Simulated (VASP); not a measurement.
# Rh (P6_3/mmc) in VASP: further runs

The runs below take Rh through single point, with LDA.

Everything below comes from runs of VASP 6.6.1. Logs are shortened: lines on timing, memory, paths and dates and some standing lists are left out, and cuts for length are marked.

## Step 1: The cell of the first run

It takes space group P6_3/mmc (No. 194, hexagonal). Conventional cell: a = 2.739 Å, b = 2.739 Å, c = 4.419 Å, α = 90.00°, β = 90.00°, γ = 120.00°. Within 3.6 Å of Rh (site symmetry -6m2) lie 12 Rh at 2.72 to 2.74 Å.

## Step 2: Single point, LDA (volume scaled by 1.08)

The input, INCAR:

```
PREC = Accurate ; ENCUT = 520
EDIFF = 1E-6 ; ISMEAR = -1
SIGMA = 0.1 ; LREAL = F
LASPH = T ; NELM = 100
ALGO = Normal ; ISIF = 2
LWAVE = F ; LCHARG = F
GGA = CA ; NBANDS = 22
```

The input, KPOINTS:

```
Automatic mesh
0
Gamma
  15 15 8
```

The input, POSCAR:

```
Rh
1.0
    2.7390543591      0.0000000000      0.0000000000
   -1.3695271795      2.3720906574      0.0000000000
    0.0000000000      0.0000000000      4.4190800044
Rh
2
Direct
    0.3333333333      0.6666666667      0.2500000000
    0.6666666667      0.3333333333      0.7500000000
```

Potentials or basis: VASP PAW LDA potentials, release 64 (Rh_pv).

Run with:

```sh
$ cat potpaw_LDA.64/Rh_pv/POTCAR > POTCAR
$ mpirun -np 1 vasp_std > vasp.out
```

OUTCAR:

```text
PREC = Accurate
   ENCUT = 520
   EDIFF = 1E-6
   ISMEAR = -1
   LREAL = F
   LASPH = T
   NELM = 100
   ISIF = 2
   GGA = CA

 ion  position               nearest neighbor table
   1  0.333  0.667  0.250-   2 2.72   2 2.72   2 2.72   2 2.72   2 2.72   2 2.72
   2  0.667  0.333  0.750-   1 2.72   1 2.72   1 2.72   1 2.72   1 2.72   1 2.72

  LATTYP: Found a hexagonal cell.
 ALAT       =     2.7390543591
 C/A-ratio  =     1.6133597311

  Lattice vectors:

 A1 = (   2.7390543591,   0.0000000000,   0.0000000000)
 A2 = (  -1.3695271795,   2.3720906574,   0.0000000000)
 A3 = (   0.0000000000,   0.0000000000,   4.4190800044)

Analysis of symmetry for initial positions (statically):
=====================================================================
 Subroutine PRICEL returns:
 Original cell was already a primitive cell.

 Routine SETGRP: Setting up the symmetry group for a
 hexagonal supercell.

 Subroutine GETGRP returns: Found 24 space group operations
 (whereof 12 operations were pure point group operations)
 out of a pool of 24 trial point group operations.

The static configuration has the point symmetry D_3d.
 The point group associated with its full space group is D_6h.

Analysis of symmetry for dynamics (positions and initial velocities):
=====================================================================
 Subroutine PRICEL returns:
 Original cell was already a primitive cell.

 Routine SETGRP: Setting up the symmetry group for a
 hexagonal supercell.

 Subroutine GETGRP returns: Found 24 space group operations
 (whereof 12 operations were pure point group operations)
 out of a pool of 24 trial point group operations.

The dynamic configuration has the point symmetry D_3d.
 The point group associated with its full space group is D_6h.

 Subroutine INISYM returns: Found 24 space group operations
 (whereof 12 operations are pure point group operations),
 and found     1 'primitive' translations

----------------------------------------------------------------------------------------

                                     Primitive cell

  volume of cell :      28.7120

  direct lattice vectors                    reciprocal lattice vectors
     2.739054359  0.000000000  0.000000000     0.365089505  0.210784524  0.000000000
    -1.369527179  2.372090657  0.000000000     0.000000000  0.421569048  0.000000000
     0.000000000  0.000000000  4.419080004     0.000000000  0.000000000  0.226291445

  length of vectors
     2.739054359  2.739054359  4.419080004     0.421569048  0.421569048  0.226291445

  position of ions in fractional coordinates (direct lattice)
     0.333333333  0.666666667  0.250000000
     0.666666667  0.333333333  0.750000000

  ion indices of the primitive-cell ions
   primitive index   ion index
                 1           1
                 2           2

----------------------------------------------------------------------------------------

 KPOINTS: Automatic mesh

Automatic generation of k-mesh.
 Grid dimensions read from file:
 generate k-points for:   15   15    8

 Generating k-lattice:

  Cartesian coordinates                     Fractional coordinates (reciprocal lattice)
     0.024339300  0.014052302  0.000000000     0.066666667  0.000000000  0.000000000
     0.000000000  0.028104603  0.000000000     0.000000000  0.066666667  0.000000000
     0.000000000  0.000000000  0.028286431     0.000000000  0.000000000  0.125000000

  Length of vectors
     0.028104603  0.028104603  0.028286431

  Shift w.r.t. Gamma in fractional coordinates (k-lattice)
     0.000000000  0.000000000  0.000000000

 Subroutine IBZKPT returns following result:
 ===========================================

 Found    135 irreducible k-points:

 Following reciprocal coordinates:
            Coordinates               Weight
  0.000000  0.000000  0.000000      1.000000
  0.066667 -0.000000  0.000000      6.000000
  0.133333  0.000000  0.000000      6.000000
  0.200000 -0.000000  0.000000      6.000000
  0.266667  0.000000  0.000000      6.000000
  0.333333  0.000000  0.000000      6.000000
[... 16 lines left out ...]
  0.333333  0.200000  0.000000     12.000000
  0.400000  0.200000  0.000000      6.000000
 [... further k-points ...]
   k-points           NKPTS =    135   k-points in BZ     NKDIM =    135   number of bands    NBANDS=     22
   number of dos      NEDOS =    301   number of ions     NIONS =      2
   total plane-waves  NPLWV =  14400
   dimension x,y,z NGX =    20 NGY =   20 NGZ =   36
   dimension x,y,z NGXF=    40 NGYF=   40 NGZF=   72
   ions per type =               2
   NGX,Y,Z   is equivalent  to a cutoff of  12.14, 12.14, 13.54 a.u.
   NGXF,Y,Z  is equivalent  to a cutoff of  24.28, 24.28, 27.09 a.u.
 SYSTEM =  unknown system
   PREC   = accura    normal or accurate (medium, high low for compatibility)
   ISTART =      0    job   : 0-new  1-cont  2-samecut
   ICHARG =      2    charge: 1-file 2-atom 10-const
   ISPIN  =      1    spin polarized calculation?
   LNONCOLLINEAR =      F non collinear calculations
   LSORBIT =      F    spin-orbit coupling
   LASPH  =      T    aspherical Exc in radial PAW
   ENCUT  =  520.0 eV  38.22 Ry    6.18 a.u.   5.09  5.09  8.22*2*pi/ulx,y,z
   NELM   =    100;   NELMIN=  2; NELMDL= -5     # of ELM steps
   EDIFF  = 0.1E-05   stopping-criterion for ELM
   LREAL  =      F    real-space projection
   EDIFFG = 0.1E-04   stopping-criterion for IOM
   NSW    =      0    number of steps for IOM
   IBRION =     -1    ionic relax: 0-MD 1-quasi-New 2-CG
   NFREE  =      0    steps in history (QN), initial steepest desc. (CG)
   ISIF   =      2    stress and relaxation
   ISYM   =      2    0-nonsym 1-usesym 2-fastsym
   POTIM  = 0.5000    time-step for ionic-motion
   TEBEG  =    0.0;   TEEND  =   0.0 temperature during run
   PSTRESS=    0.0 pullay stress
   NELECT =      30.0000    total number of electrons
   NUPDOWN=      -1.0000    fix difference up-down
   EMIN   =  10.00;   EMAX   =-10.00  energy-range for DOS
   EFERMI =   0.00;   METHOD = LEGACY
   ISMEAR =    -1;   SIGMA  =   0.10  broadening in eV -4-tet -1-fermi 0-gaus
   EFERMI_NEDOS =   21; number of points for ismear=-14 and -15
   IALGO  =     38    algorithm
   IMIX   =      4    mixing-type and parameters
     AMIX     =   0.40;   BMIX     =  1.00
     AMIX_MAG =   1.60;   BMIX_MAG =  1.00
  volume/ion in A,a.u.               =      14.36        96.88
  Fermi-wavevector in a.u.,A,eV,Ry     =   1.661221  3.139252 37.547372  2.759654
  Thomas-Fermi vector in A             =   2.748322
   LORBIT       =      0    0 simple, 1 ext, 2 COOP (PROOUT), +10 PAW based schemes
   GGA     = CA    functional components
   LHFCALC =     F    Hartree Fock is set to
   AEXX    =    0.0000 exact exchange contribution
   IVDW    =     0    specifies the selected vdW correction
   LEPSILON=     F    determine dielectric tensor
   LRPA    =     F    only Hartree local field effects (RPA)
 non-spin polarized calculation
  energy-cutoff  :      520.00
  volume of cell :       28.71
 maximum number of plane-waves:       785
   NGX = 11   NGY = 11   NGZ = 17

 number of electron      30.0000009 magnetization

 Free energy of the ion-electron system (eV)
  ---------------------------------------------------
  ext. energy  EPLUGINS =         0.00000000
  ---------------------------------------------------
  free energy    TOTEN  =       -17.20543798 eV

  energy without entropy =      -17.08903903  energy(sigma->0) =      -17.14723850

 E-fermi :  11.0045     XC(G=0): -14.0766

 val. band max:       11.0028581505   @ k =   0.4000   0.2000   0.2500
 cond. band min:      11.0100843384   @ k =   0.2000   0.0667   0.3750
 fundamental gap:      0.0072261879
 Fermi energy:        11.0045334631

 k-point     1 :       0.0000    0.0000    0.0000
  band No.  band energies     occupation
      1     -35.8152      2.00000
      2     -35.2375      2.00000
      3     -35.2375      2.00000
      4     -35.1535      2.00000
      5     -35.1416      2.00000
      6     -35.1416      2.00000
[... 14 lines left out ...]
     21      29.0698      0.00000
     22      29.6140      0.00000

 k-point     2 :       0.0667   -0.0000    0.0000
  band No.  band energies     occupation
      1     -35.8061      2.00000
      2     -35.2579      2.00000
      3     -35.2442      2.00000
      4     -35.1627      2.00000
      5     -35.1573      2.00000
      6     -35.1448      2.00000
[... 14 lines left out ...]
     21      29.2393      0.00000
     22      29.6985      0.00000

 k-point     3 :       0.1333    0.0000    0.0000
  band No.  band energies     occupation
      1     -35.7797      2.00000
      2     -35.3155      2.00000
      3     -35.2628      2.00000
      4     -35.2221      2.00000
      5     -35.1690      2.00000
      6     -35.1542      2.00000
[... 14 lines left out ...]
     21      29.3939      0.00000
     22      29.6440      0.00000

 k-point     4 :       0.2000   -0.0000    0.0000
  band No.  band energies     occupation
      1     -35.7384      2.00000
      2     -35.4004      2.00000
      3     -35.3080      2.00000
      4     -35.2894      2.00000
      5     -35.1884      2.00000
      6     -35.1687      2.00000
[... 14 lines left out ...]
     21      28.6994      0.00000
     22      29.2181      0.00000

 k-point     5 :       0.2667    0.0000    0.0000
  band No.  band energies     occupation
      1     -35.6862      2.00000
      2     -35.4982      2.00000
      3     -35.4045      2.00000
      4     -35.3192      2.00000
      5     -35.2156      2.00000
      6     -35.1860      2.00000
[... 14 lines left out ...]
     21      27.0574      0.00000
     22      27.9116      0.00000

 k-point     6 :       0.3333    0.0000    0.0000
  band No.  band energies     occupation
      1     -35.6287      2.00000
      2     -35.5919      2.00000
      3     -35.4949      2.00000
      4     -35.3471      2.00000
      5     -35.2491      2.00000
      6     -35.2030      2.00000
[... 14 lines left out ...]
     21      25.5946      0.00000
     22      26.7831      0.00000

 k-point     7 :       0.4000   -0.0000    0.0000
  band No.  band energies     occupation
      1     -35.6650      2.00000
      2     -35.5741      2.00000
      3     -35.5642      2.00000
      4     -35.3685      2.00000
      5     -35.2849      2.00000
      6     -35.2166      2.00000
[... 324 lines left out ...]
      6     -35.2759      2.00000
[... 14 lines left out ...]
     21      22.0162      0.00000
     22      25.2160      0.00000

 k-point    21 :       0.2000    0.2000    0.0000
  band No.  band energies     occupation
      1     -35.6135      2.00000
      2     -35.5400      2.00000
      3     -35.5338      2.00000
      4     -35.3560      2.00000
      5     -35.2645      2.00000
      6     -35.2584      2.00000
[... 14 lines left out ...]
     21      22.5479      0.00000
     22      27.2182      0.00000

 k-point    22 :       0.2667    0.2000    0.0000
  band No.  band energies     occupation
      1     -35.6034      2.00000
      2     -35.5590      2.00000
      3     -35.5563      2.00000
      4     -35.4027      2.00000
      5     -35.3007      2.00000
      6     -35.2952      2.00000
[... 14 lines left out ...]
     21      21.3529      0.00000
     22      26.6482      0.00000

 k-point    23 :       0.3333    0.2000    0.0000
  band No.  band energies     occupation
      1     -35.6456      2.00000
      2     -35.5608      2.00000
      3     -35.5096      2.00000
      4     -35.4469      2.00000
      5     -35.3326      2.00000
      6     -35.3241      2.00000
[... 14 lines left out ...]
     21      22.2866      0.00000
     22      26.0535      0.00000

 k-point    24 :       0.4000    0.2000    0.0000
  band No.  band energies     occupation
      1     -35.6603      2.00000
      2     -35.5582      2.00000
      3     -35.4857      2.00000
      4     -35.4672      2.00000
      5     -35.3522      2.00000
      6     -35.3321      2.00000
[... 14 lines left out ...]
     21      22.9809      0.00000
     22      25.1008      0.00000

 [... further k-points ...]
[... 5 lines left out ...]
  --------------------------------------------------------------------------------------
  -------------------------------------------------------------------------------------
  Total       -3.3691217     -3.3691217     -3.5309343     -0.0000000     -0.0000000      0.0000000
  in kB     -188.0024378   -188.0024378   -197.0318423     -0.0000000     -0.0000000      0.0000000
  external PRESSURE =    -191.0122393 kB  Pullay stress =       0.0000000 kB

 VOLUME and BASIS-vectors are now :
 -----------------------------------------------------------------------------
  energy-cutoff  :      520.00
  volume of cell :       28.71
      direct lattice vectors                 reciprocal lattice vectors
     2.739054359  0.000000000  0.000000000     0.365089505  0.210784524  0.000000000
    -1.369527179  2.372090657  0.000000000     0.000000000  0.421569048  0.000000000
     0.000000000  0.000000000  4.419080004     0.000000000  0.000000000  0.226291445

 POSITION                                       TOTAL-FORCE (eV/Angst)
 -----------------------------------------------------------------------------------
     -0.00000      1.58139      1.10477         0.000000     -0.000000      0.000000
      1.36953      0.79070      3.31431        -0.000000      0.000000      0.000000
 -----------------------------------------------------------------------------------
    total drift:                                0.000000     -0.000000      0.000000

  FREE ENERGIE OF THE ION-ELECTRON SYSTEM (eV)
  ---------------------------------------------------
  free  energy   TOTEN  =       -17.2054379776 eV

  energy  without entropy=      -17.0890390305  energy(sigma->0) =      -17.14723850
```

Run time: 31 s. Hardware: 1 thread of Intel Xeon Platinum 8488C (Sapphire Rapids), shared host; peak memory 0.18 GiB.

Results:

| Property | Result |
| --- | --- |
| Free energy | -17.2054 eV |
| Pressure | -19.1 GPa |
| Band gap on the k mesh | zero (band 15 reaches 11.61 eV, above the bottom of band 16 at 9.42 eV) |

Levels at points of the mesh, in eV from the Fermi level:
```
           k point  band 12  band 13  band 14  band 15  band 16  band 17  band 18  band 19
(0.00, 0.00, 0.00)    -2.35    -2.35    -1.81    -1.81     0.14     0.14     0.77     8.20
(0.00, 0.00, 0.50)    -2.96    -2.96    -2.96    -0.40    -0.40    -0.40    -0.40    14.67
```

(Part 1 of 2 ends here.)
